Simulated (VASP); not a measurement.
# La (P6_3/mmc) in VASP: further runs

La is run at these levels: PBE, PBEsol; tasks: single point.

Program: VASP 6.6.1. These are calculated values, not measurements. Logs are shortened: lines on timing, memory, paths and dates and some standing lists are left out, and cuts for length are marked.

## Step 1: The cell of the first run

The structure is hexagonal, space group P6_3/mmc (No. 194). The conventional cell has a = 3.750 Å, b = 3.750 Å, c = 6.313 Å, α = 90.00°, β = 90.00°, γ = 120.00°. La (site symmetry -6m2) has 12 La at 3.75 to 3.83 Å within 4.9 Å.

## Step 2: Single point, PBE

File INCAR:

```
SYSTEM = La
PREC = Accurate
ENCUT = 520
EDIFF = 1E-6
ISMEAR = -1
SIGMA = 0.05
LREAL = .FALSE.
LASPH = .TRUE.
NELM = 100
ALGO = Fast
ISIF = 2
LWAVE = .FALSE.
LCHARG = .TRUE.
GGA = PE
LELF = .TRUE.
LVHAR = .TRUE.
NBANDS = 18
```

File KPOINTS:

```
Automatic mesh
0
G
  7 7 4
  0 0 0
```

File POSCAR:

```
La
1.0
    3.7500000000      0.0000000000      0.0000000000
   -1.8750000000      3.2475952642      0.0000000000
    0.0000000000      0.0000000000      6.3128000000
La
2
Direct
    0.6666666667      0.3333333333      0.7500000000
    0.3333333333      0.6666666667      0.2500000000
```

Potentials or basis: VASP PAW PBE potentials, release 64 (La).

Started as:

```
$ cat potpaw_PBE.64/La/POTCAR > POTCAR
$ mpirun -np 1 vasp_std > vasp.out
```

OUTCAR:

```text
SYSTEM = La
   PREC = Accurate
   ENCUT = 520
   EDIFF = 1E-6
   ISMEAR = -1
   LREAL = .FALSE.
   LASPH = .TRUE.
   NELM = 100
   ISIF = 2
   GGA = PE

 ion  position               nearest neighbor table
   1  0.667  0.333  0.750-
   2  0.333  0.667  0.250-

  LATTYP: Found a hexagonal cell.
 ALAT       =     3.7500000000
 C/A-ratio  =     1.6834133333

  Lattice vectors:

 A1 = (   3.7500000000,   0.0000000000,   0.0000000000)
 A2 = (  -1.8750000000,   3.2475952642,   0.0000000000)
 A3 = (   0.0000000000,   0.0000000000,   6.3128000000)

Analysis of symmetry for initial positions (statically):
=====================================================================
 Subroutine PRICEL returns:
 Original cell was already a primitive cell.

 Routine SETGRP: Setting up the symmetry group for a
 hexagonal supercell.

 Subroutine GETGRP returns: Found 24 space group operations
 (whereof 12 operations were pure point group operations)
 out of a pool of 24 trial point group operations.

The static configuration has the point symmetry D_3d.
 The point group associated with its full space group is D_6h.

Analysis of symmetry for dynamics (positions and initial velocities):
=====================================================================
 Subroutine PRICEL returns:
 Original cell was already a primitive cell.

 Routine SETGRP: Setting up the symmetry group for a
 hexagonal supercell.

 Subroutine GETGRP returns: Found 24 space group operations
 (whereof 12 operations were pure point group operations)
 out of a pool of 24 trial point group operations.

The dynamic configuration has the point symmetry D_3d.
 The point group associated with its full space group is D_6h.

 Subroutine INISYM returns: Found 24 space group operations
 (whereof 12 operations are pure point group operations),
 and found     1 'primitive' translations

----------------------------------------------------------------------------------------

                                     Primitive cell

  volume of cell :      76.8803

  direct lattice vectors                    reciprocal lattice vectors
     3.750000000  0.000000000  0.000000000     0.266666667  0.153960072  0.000000000
    -1.875000000  3.247595264  0.000000000     0.000000000  0.307920144  0.000000000
     0.000000000  0.000000000  6.312800000     0.000000000  0.000000000  0.158408313

  length of vectors
     3.750000000  3.750000000  6.312800000     0.307920144  0.307920144  0.158408313

  position of ions in fractional coordinates (direct lattice)
     0.666666667  0.333333333  0.750000000
     0.333333333  0.666666667  0.250000000

  ion indices of the primitive-cell ions
   primitive index   ion index
                 1           1
                 2           2

----------------------------------------------------------------------------------------

 KPOINTS: Automatic mesh

Automatic generation of k-mesh.
 Grid dimensions read from file:
 generate k-points for:    7    7    4

 Generating k-lattice:

  Cartesian coordinates                     Fractional coordinates (reciprocal lattice)
     0.038095238  0.021994296  0.000000000     0.142857143  0.000000000  0.000000000
     0.000000000  0.043988592  0.000000000     0.000000000  0.142857143  0.000000000
     0.000000000  0.000000000  0.039602078     0.000000000  0.000000000  0.250000000

  Length of vectors
     0.043988592  0.043988592  0.039602078

  Shift w.r.t. Gamma in fractional coordinates (k-lattice)
     0.000000000  0.000000000  0.000000000

 Subroutine IBZKPT returns following result:
 ===========================================

 Found     24 irreducible k-points:

 Following reciprocal coordinates:
            Coordinates               Weight
  0.000000  0.000000  0.000000      1.000000
  0.142857  0.000000  0.000000      6.000000
  0.285714  0.000000  0.000000      6.000000
  0.428571 -0.000000  0.000000      6.000000
  0.142857  0.142857  0.000000      6.000000
  0.285714  0.142857  0.000000     12.000000
[... 16 lines left out ...]
  0.428571  0.142857  0.500000      6.000000
  0.285714  0.285714  0.500000      6.000000
   k-points           NKPTS =     24   k-points in BZ     NKDIM =     24   number of bands    NBANDS=     18
   number of dos      NEDOS =    301   number of ions     NIONS =      2
   total plane-waves  NPLWV =  37632
   dimension x,y,z NGX =    28 NGY =   28 NGZ =   48
   dimension x,y,z NGXF=    56 NGYF=   56 NGZF=   96
   ions per type =               2
   NGX,Y,Z   is equivalent  to a cutoff of  12.41, 12.41, 12.64 a.u.
   NGXF,Y,Z  is equivalent  to a cutoff of  24.83, 24.83, 25.28 a.u.
 SYSTEM =  La
   PREC   = accura    normal or accurate (medium, high low for compatibility)
   ISTART =      0    job   : 0-new  1-cont  2-samecut
   ICHARG =      2    charge: 1-file 2-atom 10-const
   ISPIN  =      1    spin polarized calculation?
   LNONCOLLINEAR =      F non collinear calculations
   LSORBIT =      F    spin-orbit coupling
   LASPH  =      T    aspherical Exc in radial PAW
   ENCUT  =  520.0 eV  38.22 Ry    6.18 a.u.   6.97  6.97 11.74*2*pi/ulx,y,z
   NELM   =    100;   NELMIN=  2; NELMDL= -5     # of ELM steps
   EDIFF  = 0.1E-05   stopping-criterion for ELM
   LREAL  =      F    real-space projection
   EDIFFG = 0.1E-04   stopping-criterion for IOM
   NSW    =      0    number of steps for IOM
   IBRION =     -1    ionic relax: 0-MD 1-quasi-New 2-CG
   NFREE  =      0    steps in history (QN), initial steepest desc. (CG)
   ISIF   =      2    stress and relaxation
   ISYM   =      2    0-nonsym 1-usesym 2-fastsym
   POTIM  = 0.5000    time-step for ionic-motion
   TEBEG  =    0.0;   TEEND  =   0.0 temperature during run
   PSTRESS=    0.0 pullay stress
   NELECT =      22.0000    total number of electrons
   NUPDOWN=      -1.0000    fix difference up-down
   EMIN   =  10.00;   EMAX   =-10.00  energy-range for DOS
   EFERMI =   0.00;   METHOD = LEGACY
   ISMEAR =    -1;   SIGMA  =   0.05  broadening in eV -4-tet -1-fermi 0-gaus
   EFERMI_NEDOS =   21; number of points for ismear=-14 and -15
   IALGO  =     68    algorithm
   IMIX   =      4    mixing-type and parameters
     AMIX     =   0.40;   BMIX     =  1.00
     AMIX_MAG =   1.60;   BMIX_MAG =  1.00
  volume/ion in A,a.u.               =      38.44       259.41
  Fermi-wavevector in a.u.,A,eV,Ry     =   1.078808  2.038651 15.834811  1.163826
  Thomas-Fermi vector in A             =   2.214756
   LORBIT       =      0    0 simple, 1 ext, 2 COOP (PROOUT), +10 PAW based schemes
   GGA     = PE    functional components
   LHFCALC =     F    Hartree Fock is set to
   AEXX    =    0.0000 exact exchange contribution
   IVDW    =     0    specifies the selected vdW correction
   LEPSILON=     F    determine dielectric tensor
   LRPA    =     F    only Hartree local field effects (RPA)
 non-spin polarized calculation
 RMM-DIIS sequential band-by-band and
  energy-cutoff  :      520.00
  volume of cell :       76.88
 maximum number of plane-waves:      2085
 NGX is ok and might be reduce to    28
   NGX = 13   NGY = 13   NGZ = 23

 number of electron      21.9999998 magnetization

 Free energy of the ion-electron system (eV)
  ---------------------------------------------------
  ext. energy  EPLUGINS =         0.00000000
  ---------------------------------------------------
  free energy    TOTEN  =        -9.70230975 eV

  energy without entropy =       -9.65699475  energy(sigma->0) =       -9.67965225

 E-fermi :   7.5017     XC(G=0):  -9.4218

 val. band max:        7.4953885659   @ k =   0.2857   0.1429   0.5000
 cond. band min:       7.5259763691   @ k =   0.2857   0.2857   0.2500
 fundamental gap:      0.0305878032
 Fermi energy:         7.5017486257

 k-point     1 :       0.0000    0.0000    0.0000
  band No.  band energies     occupation
      1     -25.3752      2.00000
      2     -25.2244      2.00000
      3      -9.6374      2.00000
      4      -8.5542      2.00000
      5      -8.5542      2.00000
      6      -8.4639      2.00000
[... 10 lines left out ...]
     17       9.2077      0.00000
     18       9.2950      0.00000

 k-point     2 :       0.1429    0.0000    0.0000
  band No.  band energies     occupation
      1     -25.3453      2.00000
      2     -25.2072      2.00000
      3      -9.5607      2.00000
      4      -8.7667      2.00000
      5      -8.6326      2.00000
      6      -8.6154      2.00000
[... 10 lines left out ...]
     17       9.2287      0.00000
     18       9.3699      0.00000

 k-point     3 :       0.2857    0.0000    0.0000
  band No.  band energies     occupation
      1     -25.2740      2.00000
      2     -25.1713      2.00000
      3      -9.3610      2.00000
      4      -9.2234      2.00000
      5      -9.0708      2.00000
      6      -8.7423      2.00000
[... 10 lines left out ...]
     17       9.2646      0.00000
     18       9.5397      0.00000

 k-point     4 :       0.4286   -0.0000    0.0000
  band No.  band energies     occupation
      1     -25.2084      2.00000
      2     -25.1494      2.00000
      3      -9.5686      2.00000
      4      -9.3906      2.00000
      5      -9.1385      2.00000
      6      -8.8373      2.00000
[... 375 lines left out ...]
      4      -9.4626      2.00000
      5      -8.8750      2.00000
      6      -8.8750      2.00000
[... 10 lines left out ...]
     17       9.3854      0.00000
     18       9.4264      0.00000

 k-point    23 :       0.4286    0.1429    0.5000
  band No.  band energies     occupation
      1     -25.1667      2.00000
      2     -25.1667      2.00000
      3      -9.5837      2.00000
      4      -9.5837      2.00000
      5      -8.9300      2.00000
      6      -8.9300      2.00000
[... 10 lines left out ...]
     17       9.2962      0.00000
     18       9.5557      0.00000

 k-point    24 :       0.2857    0.2857    0.5000
  band No.  band energies     occupation
      1     -25.1613      2.00000
      2     -25.1613      2.00000
      3      -9.4632      2.00000
      4      -9.4632      2.00000
      5      -9.1259      2.00000
      6      -9.1259      2.00000
[... 10 lines left out ...]
     17       9.3073      0.00000
     18       9.5453      0.00000

------------------------ aborting loop because EDIFF is reached ----------------------------------------

  FORCE on cell =-STRESS in cart. coord.  units (eV):
  Direction    XX          YY          ZZ          XY          YZ          ZX
  --------------------------------------------------------------------------------------
  -------------------------------------------------------------------------------------
  Total       -0.1494040     -0.1494040     -0.3329407     -0.0000000     -0.0000000      0.0000000
  in kB       -3.1135617     -3.1135617     -6.9384462     -0.0000000     -0.0000000      0.0000000
  external PRESSURE =      -4.3885232 kB  Pullay stress =       0.0000000 kB

 VOLUME and BASIS-vectors are now :
 -----------------------------------------------------------------------------
  energy-cutoff  :      520.00
  volume of cell :       76.88
      direct lattice vectors                 reciprocal lattice vectors
     3.750000000  0.000000000  0.000000000     0.266666667  0.153960072  0.000000000
    -1.875000000  3.247595264  0.000000000     0.000000000  0.307920144  0.000000000
     0.000000000  0.000000000  6.312800000     0.000000000  0.000000000  0.158408313

 POSITION                                       TOTAL-FORCE (eV/Angst)
 -----------------------------------------------------------------------------------
      1.87500      1.08253      4.73460        -0.000000      0.000000      0.000000
     -0.00000      2.16506      1.57820         0.000000     -0.000000      0.000000
 -----------------------------------------------------------------------------------
    total drift:                               -0.000000      0.000000     -0.000000

  FREE ENERGIE OF THE ION-ELECTRON SYSTEM (eV)
  ---------------------------------------------------
  free  energy   TOTEN  =        -9.7023097494 eV

  energy  without entropy=       -9.6569947485  energy(sigma->0) =       -9.67965225
```

Run time: 3 min. Hardware: 1 thread of Intel Xeon 6975P-C, shared host; peak memory 0.21 GiB.

What came out:

```yaml
Free_energy: -9.7023 eV
Pressure: -0.4 GPa
Band_gap_on_the_k_mesh: zero (band 11 reaches 8.50 eV, above the bottom of band 12 at 7.16 eV)
```

Caveat: spin-orbit coupling is left out, which moves the levels of the heavy elements.

## Step 3: Single point, PBEsol (volume scaled by 0.94)

File INCAR:

```
PREC = Accurate
ENCUT = 520
EDIFF = 1E-6
ISMEAR = -1
SIGMA = 0.05
LREAL = False
LASPH = True
NELM = 100
ALGO = Fast
ISIF = 2
LWAVE = False
LCHARG = False
GGA = PS
NBANDS = 18
```

File KPOINTS:

```
regular mesh
0
Gamma
  8 8 5
```

File POSCAR:

```
La
1.0
    3.6734479077      0.0000000000      0.0000000000
   -1.8367239538      3.1812992075      0.0000000000
    0.0000000000      0.0000000000      5.9460876799
La
2
Direct
    0.6666666667      0.3333333333      0.7500000000
    0.3333333333      0.6666666667      0.2500000000
```

Potentials or basis: VASP PAW PBE potentials, release 64 (La).

Started as:

```
$ cat potpaw_PBE.64/La/POTCAR > POTCAR
$ mpirun -np 1 vasp_std > vasp.out
```

Run time: 76 s. Hardware: 1 thread of Intel Xeon 6975P-C (Granite Rapids), shared host; peak memory 0.21 GiB.

It converged, with:

```yaml
Free_energy: -10.6164 eV
Pressure: 0.1 GPa
Band_gap_on_the_k_mesh: zero (band 11 reaches 9.50 eV, above the bottom of band 12 at 8.11 eV)
```

Levels at points of the mesh, in eV from the Fermi level:
```csv
k point,band 9,band 10,band 11,band 12,band 13,band 14
"(0.00, 0.00, 0.00)",-3.19,-1.86,1.12,1.36,1.36,1.65
"(0.50, 0.00, 0.00)",-1.77,-1.26,-1.19,1.25,1.40,1.44
```

Caveat: the PAW data sets were made with another functional, which shifts forces and pressure a little; spin-orbit coupling is left out, which moves the levels of the heavy elements.

## Step 4: Single point, PBEsol (volume scaled by 0.96)

File INCAR:

```
SYSTEM = La
  PREC = Accurate
  ENCUT = 520
  EDIFF = 1E-6
  ISMEAR = -1
  SIGMA = 0.05
  LREAL = .FALSE.
  LASPH = .TRUE.
  NELM = 100
  ALGO = Normal
  ISIF = 2
  LWAVE = .FALSE.
  LCHARG = .FALSE.
  GGA = PS
  NBANDS = 18
```

File KPOINTS:

```
regular mesh
0
G
  8 8 5
  0 0 0
```

File POSCAR:

```
La
1.0
    3.6993181115      0.0000000000      0.0000000000
   -1.8496590557      3.2037034612      0.0000000000
    0.0000000000      0.0000000000      5.9879629165
La
2
Direct
    0.6666666667      0.3333333333      0.7500000000
    0.3333333333      0.6666666667      0.2500000000
```

Started as:

```
$ cat potpaw_PBE.64/La/POTCAR > POTCAR
$ mpirun -np 1 vasp_std > vasp.out
```

It took 20 s on 1 thread of Intel Xeon 6975P-C (Granite Rapids), shared host; peak memory 0.2 GiB.

Results (log left out):

```
Free energy            : -10.6147 eV
Pressure               : -0.5 GPa
Band gap on the k mesh : zero (band 11 reaches 9.28 eV, above the bottom of band 12 at 7.92 eV)
```

Stress tensor (GPa, compression positive):
```
-0.41  0.00  0.00
 0.00 -0.41  0.00
 0.00  0.00 -0.55
```

Levels at points of the mesh, in eV from the Fermi level:
```
           k point  band 7  band 8  band 9  band 10  band 11  band 12  band 13  band 14  band 15  band 16
(0.00, 0.00, 0.00)  -15.62  -15.59   -3.21    -1.84     1.12     1.35     1.35     1.62     1.73     1.74
(0.50, 0.00, 0.00)  -16.00  -15.81   -1.71    -1.22    -1.19     1.25     1.34     1.40     1.57     1.97
```

Caveat: the PAW data sets were made with another functional, which shifts forces and pressure a little; spin-orbit coupling is left out, which moves the levels of the heavy elements.

## Step 5: The runs side by side

| level | cell | k mesh | gap on the mesh (eV) | pressure (GPa) |
| --- | --- | --- | --- | --- |
| PBE | a = 3.750, b = 3.750, c = 6.313 Å, angles 90.0, 90.0, 120.0°, 2 atoms | 7 × 7 × 4 | none | -0.4 |
| PBEsol | a = 3.673, b = 3.673, c = 5.946 Å, angles 90.0, 90.0, 120.0°, 2 atoms | 8 × 8 × 5 | none | 0.1 |
| PBEsol | a = 3.699, b = 3.699, c = 5.988 Å, angles 90.0, 90.0, 120.0°, 2 atoms | 8 × 8 × 5 | none | -0.5 |

Alike in all rows: task single point; potentials or basis VASP PAW PBE potentials, release 64 (La); no spin polarisation; cutoff (eV) 520; smearing fermi-dirac 0.05 eV.

Caveats: spin-orbit coupling is left out, which moves the levels of the heavy elements; the PAW data sets were made with another functional, which shifts forces and pressure a little (some runs).

Absolute energies hang on the potentials; compare differences alone.
